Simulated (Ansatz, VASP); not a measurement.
MoS2: VASP beside Ansatz

File INCAR:

```
SYSTEM = MoS2
PREC = Accurate ; ENCUT = 520
EDIFF = 1E-6 ; ISMEAR = -1
SIGMA = 0.05 ; LREAL = .FALSE.
LASPH = .TRUE. ; NELM = 80
ALGO = Normal ; ISIF = 2
LWAVE = .FALSE. ; LCHARG = .TRUE.
GGA = CA ; LELF = .TRUE.
LVHAR = .TRUE. ; NBANDS = 20
```

Contents of KPOINTS:

```
regular mesh
0
G
  10 10 10
  0 0 0
```

Contents of POSCAR:

```
MoS2
1.0
    1.5800000000      0.9122134253      6.1500000000
   -1.5800000000      0.9122134253      6.1500000000
    0.0000000000     -1.8244268506      6.1500000000
Mo S
1 2
Direct
    0.0000000000      0.0000000000      0.0000000000
    0.4170000000      0.4170000000      0.4170000000
    0.2500000000      0.2500000000      0.2500000000
```

File input.yaml:

```yaml
crystal:
  lattice:
    - [1.58, 0.9122134253, 6.15]
    - [-1.58, 0.9122134253, 6.15]
    - [0.0, -1.8244268506, 6.15]
  atoms:
    - { symbol: Mo, position: [0.0, 0.0, 0.0] }
    - { symbol: S, position: [0.417, 0.417, 0.417] }
    - { symbol: S, position: [0.25, 0.25, 0.25] }
kpoints:
  mp_grid: { grid: [10, 10, 10] }
scf:
  occupations: { method: fermi_dirac, width: 0.05 }
hamiltonian:
  xc: lda
  pseudopotentials: { kind: all_electron, lapw: { basis_error: 0.002 } }
output:
  forces: true
  stress: true
  eigenvalues: true
```

Alike in both runs: task single point; functional LDA; k mesh 10 × 10 × 10; occupations fermi-dirac, width 0.05 eV; no spin polarisation.

|  | VASP | Ansatz |
| --- | --- | --- |
| version | VASP 6.6.1 | Ansatz 0.2.0 |
| potentials or method | VASP PAW LDA potentials, release 64 (Mo_sv, S), cutoff 520 eV | all-electron LAPW, scalar-relativistic |

|  | VASP | Ansatz | Ansatz less VASP |
| --- | --- | --- | --- |
| gap on the k mesh at the Fermi level (eV) | 0.89 | 0.88 | -0.008 |
| least direct gap on the mesh (eV) | 1.96 | 1.96 | -0.005 |
| pressure (GPa) | -2.3 | -2.4 | -0.06 |
| traceless stress, the component that is largest in VASP (GPa) | 1.63 | 1.67 | +0.033 |
| rms of the force components (eV/Å) | 0.043 | 0.040 | -0.0031 |

LDA's correlation is that of Perdew and Zunger in VASP and of Perdew and Wang (1992) in Ansatz. Atom by atom the forces differ by 0.005 eV/Å (rms over components). Ansatz ran all-electron here, and VASP with PAW potentials.
